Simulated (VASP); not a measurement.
Wanted: the native input for a VASP 6.6.1 run.

* Task: single point
* Functional: PBE
* Potentials or basis: VASP PAW PBE potentials, release 64 (Mg, H)
* Cutoff: 520 eV
* k mesh: 12 × 12 × 4
* Occupations: gaussian, width 0.02 eV
* Spin: no spin polarisation
* Dipole correction: no
* Further INCAR settings: ALGO = Normal; EDIFF = 1e-07; NBANDS = 13

The structure of MgH2 lies in POSCAR:

```
MgH2
1.0
    3.0197118711      0.0000000000      0.0000000000
   -1.5098559356      2.6151471925      0.0000000000
    0.0000000000      0.0000000000     10.1181563467
Mg H
2 4
Direct
    0.3333333333      0.6666666667      0.3749561381
    0.6666666667      0.3333333333      0.8749561381
    0.3333333333      0.6666666667      0.9670491290
    0.6666666667      0.3333333333      0.4670491290
    0.0000000000      0.0000000000      0.2829947329
    0.0000000000      0.0000000000      0.7829947329
```

The input as run:

INCAR

```
SYSTEM = MgH2
  ALGO = Normal
  EDIFF = 1E-7
  ENCUT = 520
  GGA = PE
  ISIF = 2
  ISMEAR = 0
  LASPH = .TRUE.
  LCHARG = .FALSE.
  LREAL = .FALSE.
  LWAVE = .FALSE.
  NBANDS = 13
  NELM = 80
  PREC = Accurate
  SIGMA = 0.02
```

KPOINTS

```
k-points
0
G
  12 12 4
  0 0 0
```

Potentials or basis: VASP PAW PBE potentials, release 64 (Mg, H).

Launch:

```bash
$ cat potpaw_PBE.64/Mg/POTCAR potpaw_PBE.64/H/POTCAR > POTCAR
$ mpirun -np 1 vasp_std > vasp.out
```

Results of the run:

```
Pressure               : -0.2 GPa
Band gap on the k mesh : 4.44 eV (least direct gap 4.70 eV)
```

It took 24 s on 1 thread of AMD EPYC 9R45 96-Core Processor (Zen 5) (shared host), peak memory 0.2 GiB.
